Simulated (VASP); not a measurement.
HfO2:

```xyz
12
Lattice="5.1180 0.0000 0.0000 0.0000 5.1857 0.0000 -0.8587 0.0000 5.2139" Properties=species:S:1:pos:R:3 pbc="T T T"
Hf    0.8021    2.3870    3.6914
Hf    3.0279    4.9798    4.1294
Hf    3.4573    2.7987    1.5224
Hf    1.2314    0.2059    1.0845
O    -0.3473    0.8733    4.4146
O     4.1773    3.4661    3.4062
O     4.6066    4.3124    0.7993
O     0.0821    1.7196    1.8076
O     1.4549    3.8473    5.1101
O     2.3751    1.2544    2.7107
O     2.8045    1.3384    0.1038
O     1.8842    3.9313    2.5032
```

Base run:

| Property | Result |
| --- | --- |
| Program | VASP 6.6.1 |
| Functional | PBEsol |
| Potentials or basis | VASP PAW PBE potentials, release 64 (Hf_pv, O) |
| Cutoff | 520 eV |
| k mesh | 5 × 5 × 5 |
| Occupations | fermi-dirac, width 0.05 eV |
| Spin | no spin polarisation |

Its results: band gap on the k mesh 4.06 eV (least direct gap 4.13 eV); pressure -4.6 GPa; largest force 0.432 eV/Å.

**Question.** The run is repeated on the same cell with these changes: functional from PBEsol to PBE; occupations from fermi-dirac, width 0.05 eV to gaussian, width 0.013 eV. What comes out?

**Answer.** Band gap on the k mesh 4.16 eV (least direct gap 4.23 eV); pressure 2.7 GPa; largest force 0.458 eV/Å.

Caveats: spin-orbit coupling is left out, which moves the levels of the heavy elements; an odd mesh through Γ misses points on the zone boundary, where band edges can lie; the cell stands under tension (at least some runs); the PAW data sets were made with another functional, which shifts forces and pressure a little (at least some runs).
